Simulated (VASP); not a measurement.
# WS2 in VASP: single point with PBE+D3(BJ)

Aim: the single point of WS2 with PBE+D3(BJ).

Program: VASP 6.6.1. These are calculated values, not measurements. Logs are shortened: lines on timing, memory, paths and dates and some standing lists are left out, and cuts for length are marked.

### Step 1. The cell of the first run

The cell holds a slab with vacuum, 6 atoms: a = 3.160 Å, b = 3.160 Å, c = 23.804 Å, α = 90.00°, β = 90.00°, γ = 120.00°.

### Step 2. Single point, PBE+D3(BJ)

INCAR reads:

```
SYSTEM = WS2
PREC = Accurate
ENCUT = 520
EDIFF = 1E-6
ISMEAR = 0
SIGMA = 0.05
LREAL = .False.
LASPH = .True.
NELM = 60
ALGO = Normal
ISIF = 2
LWAVE = .False.
LCHARG = .False.
LDIPOL = .True.
IDIPOL = 3
DIPOL = 0.5 0.5 0.391
GGA = PE
IVDW = 12
NBANDS = 35
```

KPOINTS reads:

```
regular mesh
0
Gamma
  9 9 1
  0 0 0
```

POSCAR reads:

```
WS2
1.0
    3.1597776611      0.0000000000      0.0000000000
   -1.5798888306      2.7364477249      0.0000000000
    0.0000000000      0.0000000000     23.8035416591
S W
4 2
Direct
    0.3333333333      0.6666666667      0.1890474982
    0.3333333333      0.6666666667      0.3214551405
    0.3333333333      1.1666666667      0.4596698670
    0.3333333333      1.1666666667      0.5920775093
    0.6666666667      0.3333333333      0.2552505077
    0.6666666667      0.8333333333      0.5258728765
```

Potentials or basis: VASP PAW PBE potentials, release 64 (S, W_sv).

Run with:

```
cat potpaw_PBE.64/S/POTCAR potpaw_PBE.64/W_sv/POTCAR > POTCAR
mpirun -np 1 vasp_std > vasp.out
```

OUTCAR:

```text
SYSTEM = WS2
   PREC = Accurate
   ENCUT = 520
   EDIFF = 1E-6
   ISMEAR = 0
   LREAL = .False.
   LASPH = .True.
   NELM = 60
   ISIF = 2
   GGA = PE
   IVDW = 12
 IVDW          = 12

 ion  position               nearest neighbor table
   1  0.333  0.667  0.189-   5 2.41   5 2.41   5 2.41
   2  0.333  0.667  0.321-   5 2.41   5 2.41   5 2.41
   3  0.333  0.167  0.460-   6 2.41   6 2.41   6 2.41
   4  0.333  0.167  0.592-   6 2.41   6 2.41   6 2.41
   5  0.667  0.333  0.255-   1 2.41   1 2.41   1 2.41   2 2.41   2 2.41   2 2.41
   6  0.667  0.833  0.526-   3 2.41   3 2.41   3 2.41   4 2.41   4 2.41   4 2.41

  LATTYP: Found a hexagonal cell.
 ALAT       =     3.1597776611
 C/A-ratio  =     7.5332963936

  Lattice vectors:

 A1 = (   3.1597776611,   0.0000000000,   0.0000000000)
 A2 = (  -1.5798888306,   2.7364477249,   0.0000000000)
 A3 = (   0.0000000000,   0.0000000000,  23.8035416591)

Analysis of symmetry for initial positions (statically):
=====================================================================
 Subroutine PRICEL returns:
 Original cell was already a primitive cell.

 Routine SETGRP: Setting up the symmetry group for a
 hexagonal supercell.

 Subroutine GETGRP returns: Found  4 space group operations
 (whereof  2 operations were pure point group operations)
 out of a pool of 24 trial point group operations.

The static configuration has the point symmetry C_1h.
 The point group associated with its full space group is C_2v.

Analysis of symmetry for dynamics (positions and initial velocities):
=====================================================================
 Subroutine PRICEL returns:
 Original cell was already a primitive cell.

 Routine SETGRP: Setting up the symmetry group for a
 hexagonal supercell.

 Subroutine GETGRP returns: Found  4 space group operations
 (whereof  2 operations were pure point group operations)
 out of a pool of 24 trial point group operations.

The dynamic configuration has the point symmetry C_1h.
 The point group associated with its full space group is C_2v.

 Subroutine INISYM returns: Found  4 space group operations
 (whereof  2 operations are pure point group operations),
 and found     1 'primitive' translations

----------------------------------------------------------------------------------------

                                     Primitive cell

  volume of cell :     205.8189

  direct lattice vectors                    reciprocal lattice vectors
     3.159777661  0.000000000  0.000000000     0.316477964  0.182718638  0.000000000
    -1.579888831  2.736447725  0.000000000     0.000000000  0.365437275  0.000000000
     0.000000000  0.000000000 23.803541659     0.000000000  0.000000000  0.042010555

  length of vectors
     3.159777661  3.159777661 23.803541659     0.365437275  0.365437275  0.042010555

  position of ions in fractional coordinates (direct lattice)
     0.333333333  0.666666667  0.189047498
     0.333333333  0.666666667  0.321455140
     0.333333333  0.166666667  0.459669867
     0.333333333  0.166666667  0.592077509
     0.666666667  0.333333333  0.255250508
     0.666666667  0.833333333  0.525872877

  ion indices of the primitive-cell ions
   primitive index   ion index
                 1           1
                 2           2
                 3           3
                 4           4
                 5           5
                 6           6

----------------------------------------------------------------------------------------

 KPOINTS: regular mesh

Automatic generation of k-mesh.
 Grid dimensions read from file:
 generate k-points for:    9    9    1

 Generating k-lattice:

  Cartesian coordinates                     Fractional coordinates (reciprocal lattice)
     0.035164218  0.020302071  0.000000000     0.111111111  0.000000000  0.000000000
     0.000000000  0.040604142  0.000000000     0.000000000  0.111111111  0.000000000
     0.000000000  0.000000000  0.042010555     0.000000000  0.000000000  1.000000000

  Length of vectors
     0.040604142  0.040604142  0.042010555

  Shift w.r.t. Gamma in fractional coordinates (k-lattice)
     0.000000000  0.000000000  0.000000000

 Subroutine IBZKPT returns following result:
 ===========================================

 Found     25 irreducible k-points:

 Following reciprocal coordinates:
            Coordinates               Weight
  0.000000  0.000000  0.000000      1.000000
  0.111111  0.000000  0.000000      2.000000
  0.000000  0.111111  0.000000      4.000000
  0.222222  0.000000  0.000000      2.000000
  0.000000  0.222222  0.000000      4.000000
  0.333333 -0.000000  0.000000      2.000000
[... 16 lines left out ...]
 -0.222222 -0.444444  0.000000      4.000000
  0.444444  0.333333  0.000000      4.000000
   k-points           NKPTS =     25   k-points in BZ     NKDIM =     25   number of bands    NBANDS=     35
   number of dos      NEDOS =    301   number of ions     NIONS =      6
   total plane-waves  NPLWV = 103680
   dimension x,y,z NGX =    24 NGY =   24 NGZ =  180
   dimension x,y,z NGXF=    48 NGYF=   48 NGZF=  360
   ions per type =               4   2
   NGX,Y,Z   is equivalent  to a cutoff of  12.63, 12.63, 12.57 a.u.
   NGXF,Y,Z  is equivalent  to a cutoff of  25.25, 25.25, 25.14 a.u.
 SYSTEM =  WS2
   PREC   = accura    normal or accurate (medium, high low for compatibility)
   ISTART =      0    job   : 0-new  1-cont  2-samecut
   ICHARG =      2    charge: 1-file 2-atom 10-const
   ISPIN  =      1    spin polarized calculation?
   LNONCOLLINEAR =      F non collinear calculations
   LSORBIT =      F    spin-orbit coupling
   LASPH  =      T    aspherical Exc in radial PAW
   ENCUT  =  520.0 eV  38.22 Ry    6.18 a.u.   5.88  5.88 44.26*2*pi/ulx,y,z
   NELM   =     60;   NELMIN=  2; NELMDL= -5     # of ELM steps
   EDIFF  = 0.1E-05   stopping-criterion for ELM
   LREAL  =      F    real-space projection
[... 7 lines left out ...]
   TEBEG  =    0.0;   TEEND  =   0.0 temperature during run
   PSTRESS=    0.0 pullay stress
   NELECT =      52.0000    total number of electrons
   NUPDOWN=      -1.0000    fix difference up-down
   EMIN   =  10.00;   EMAX   =-10.00  energy-range for DOS
   EFERMI =   0.00;   METHOD = LEGACY
   ISMEAR =     0;   SIGMA  =   0.05  broadening in eV -4-tet -1-fermi 0-gaus
   EFERMI_NEDOS =   21; number of points for ismear=-14 and -15
   IALGO  =     38    algorithm
   IMIX   =      4    mixing-type and parameters
     AMIX     =   0.40;   BMIX     =  1.00
     AMIX_MAG =   1.60;   BMIX_MAG =  1.00
  volume/ion in A,a.u.               =      34.30       231.49
  Fermi-wavevector in a.u.,A,eV,Ry     =   1.034938  1.955749 14.573145  1.071096
  Thomas-Fermi vector in A             =   2.169257
   LORBIT       =      0    0 simple, 1 ext, 2 COOP (PROOUT), +10 PAW based schemes
   GGA     = PE    functional components
   LHFCALC =     F    Hartree Fock is set to
   AEXX    =    0.0000 exact exchange contribution
   IVDW    =    12    specifies the selected vdW correction
   LEPSILON=     F    determine dielectric tensor
   LRPA    =     F    only Hartree local field effects (RPA)
 non-spin polarized calculation
 Gauss-broadening in eV      SIGMA  =   0.05
  energy-cutoff  :      520.00
  volume of cell :      205.82
 maximum number of plane-waves:      5566
   NGX = 11   NGY = 11   NGZ = 89

 dipolmoment           0.000000      0.000000      0.000052 electrons x Angstroem

 number of electron      51.9999994 magnetization

 dipolmoment           0.000000      0.000000     -0.000531 electrons x Angstroem

 Free energy of the ion-electron system (eV)
  ---------------------------------------------------
  ext. energy  EPLUGINS =         0.00000000
  ---------------------------------------------------
  free energy    TOTEN  =       -47.30621415 eV

  energy without entropy =      -47.30621415  energy(sigma->0) =      -47.30621415

 E-fermi :   1.3927     XC(G=0):  -6.1433

 val. band max:        1.0446794675   @ k =   0.0000   0.0000   0.0000
 cond. band min:       2.7302760603   @ k =   0.3333   0.3333   0.0000
 fundamental gap:      1.6855965928
 Fermi energy:         1.3926596433

 k-point     1 :       0.0000    0.0000    0.0000
  band No.  band energies     occupation
      1     -73.1976      2.00000
      2     -73.1921      2.00000
      3     -37.4499      2.00000
      4     -37.4444      2.00000
      5     -37.2753      2.00000
      6     -37.2751      2.00000
[... 27 lines left out ...]
     34       3.9201      0.00000
     35       5.8663      0.00000

 k-point     2 :       0.1111    0.0000    0.0000
  band No.  band energies     occupation
      1     -73.1955      2.00000
      2     -73.1899      2.00000
      3     -37.4422      2.00000
      4     -37.4367      2.00000
      5     -37.3178      2.00000
      6     -37.3123      2.00000
[... 27 lines left out ...]
     34       4.1405      0.00000
     35       6.2256      0.00000

 k-point     3 :       0.0000    0.1111    0.0000
  band No.  band energies     occupation
      1     -73.1955      2.00000
      2     -73.1899      2.00000
      3     -37.4422      2.00000
      4     -37.4367      2.00000
      5     -37.3180      2.00000
      6     -37.3124      2.00000
[... 27 lines left out ...]
     34       4.1099      0.00000
     35       6.2265      0.00000

 k-point     4 :       0.2222    0.0000    0.0000
  band No.  band energies     occupation
      1     -73.1900      2.00000
      2     -73.1844      2.00000
      3     -37.4249      2.00000
      4     -37.4225      2.00000
      5     -37.4193      2.00000
      6     -37.4170      2.00000
[... 27 lines left out ...]
     34       4.8451      0.00000
     35       6.9294      0.00000

 k-point     5 :       0.0000    0.2222    0.0000
  band No.  band energies     occupation
      1     -73.1900      2.00000
      2     -73.1844      2.00000
      3     -37.4248      2.00000
      4     -37.4226      2.00000
      5     -37.4193      2.00000
      6     -37.4171      2.00000
[... 638 lines left out ...]
 k-point    22 :       0.3333    0.2222    0.0000
  band No.  band energies     occupation
      1     -73.1779      2.00000
      2     -73.1724      2.00000
      3     -37.5780      2.00000
      4     -37.5724      2.00000
      5     -37.4435      2.00000
      6     -37.4380      2.00000
[... 27 lines left out ...]
     34       6.1625      0.00000
     35       6.8088      0.00000

 k-point    23 :      -0.2222   -0.4444    0.0000
  band No.  band energies     occupation
      1     -73.1779      2.00000
      2     -73.1724      2.00000
      3     -37.5781      2.00000
      4     -37.5726      2.00000
      5     -37.4434      2.00000
      6     -37.4378      2.00000
[... 27 lines left out ...]
     34       6.0319      0.00000
     35       7.0809      0.00000

 k-point    24 :       0.4444    0.3333    0.0000
  band No.  band energies     occupation
      1     -73.1779      2.00000
      2     -73.1724      2.00000
      3     -37.5781      2.00000
      4     -37.5725      2.00000
      5     -37.4434      2.00000
      6     -37.4379      2.00000
[... 27 lines left out ...]
     34       6.0518      0.00000
     35       7.0775      0.00000

 [... further k-points ...]

------------------------ aborting loop because EDIFF is reached ----------------------------------------

 vacuum level on the upper side and lower side of the slab       (xc-potential included)        -0.199        -0.190

 Edisp (eV)   -2.14220

 E8    (eV) :    -0.9301

  FORCE on cell =-STRESS in cart. coord.  units (eV):
  Direction    XX          YY          ZZ          XY          YZ          ZX
  --------------------------------------------------------------------------------------
  -------------------------------------------------------------------------------------
  Total      -0.25836    -0.19204    -0.53736    -0.05744     0.00000     0.00000
  in kB      -2.01117    -1.49489    -4.18306    -0.44711     0.00000     0.00000
  external pressure =       -2.56 kB  Pullay stress =        0.00 kB

 VOLUME and BASIS-vectors are now :
 -----------------------------------------------------------------------------
  energy-cutoff  :      520.00
  volume of cell :      205.82
      direct lattice vectors                 reciprocal lattice vectors
     3.159777661  0.000000000  0.000000000     0.316477964  0.182718638  0.000000000
    -1.579888831  2.736447725  0.000000000     0.000000000  0.365437275  0.000000000
     0.000000000  0.000000000 23.803541659     0.000000000  0.000000000  0.042010555

 POSITION                                       TOTAL-FORCE (eV/Angst)
 -----------------------------------------------------------------------------------
     -0.00000      1.82430      4.50000         0.001831      0.001057      0.003777
     -0.00000      1.82430      7.65177        -0.001699     -0.000981      0.031646
      0.78994      0.45607     10.94177        -0.001699     -0.000981     -0.031646
      0.78994      0.45607     14.09354         0.001831      0.001057     -0.003777
      1.57989      0.91215      6.07587        -0.000131     -0.000076      0.049482
      0.78994      2.28037     12.51764        -0.000131     -0.000076     -0.049482
 -----------------------------------------------------------------------------------
    total drift:                               -0.000095     -0.000055     -0.078143

  FREE ENERGIE OF THE ION-ELECTRON SYSTEM (eV)
  ---------------------------------------------------
  free  energy   TOTEN  =       -49.4484165369 eV

  energy  without entropy=      -49.4484165369  energy(sigma->0) =      -49.44841654

 vacuum level on the upper side and lower side of the slab         6.303         6.313
```

Wall time 2 min (1 thread of Intel Xeon 6975P-C (Granite Rapids), shared host); peak memory 0.39 GiB.

What came out:

```yaml
Free_energy: -49.4484 eV
Largest_force: 0.049 eV/Å
Band_gap_on_the_k_mesh: 1.69 eV, indirect (least direct gap 1.91 eV)
Dispersion_energy_per_atom: -0.357 eV
```

Forces on the atoms (eV/Å):
```
S    0.002  0.001  0.004
S   -0.002 -0.001  0.032
S   -0.002 -0.001 -0.032
S    0.002  0.001 -0.004
W    0.000  0.000  0.049
W    0.000  0.000 -0.049
```

Caveat: spin-orbit coupling is left out, which moves the levels of the heavy elements.
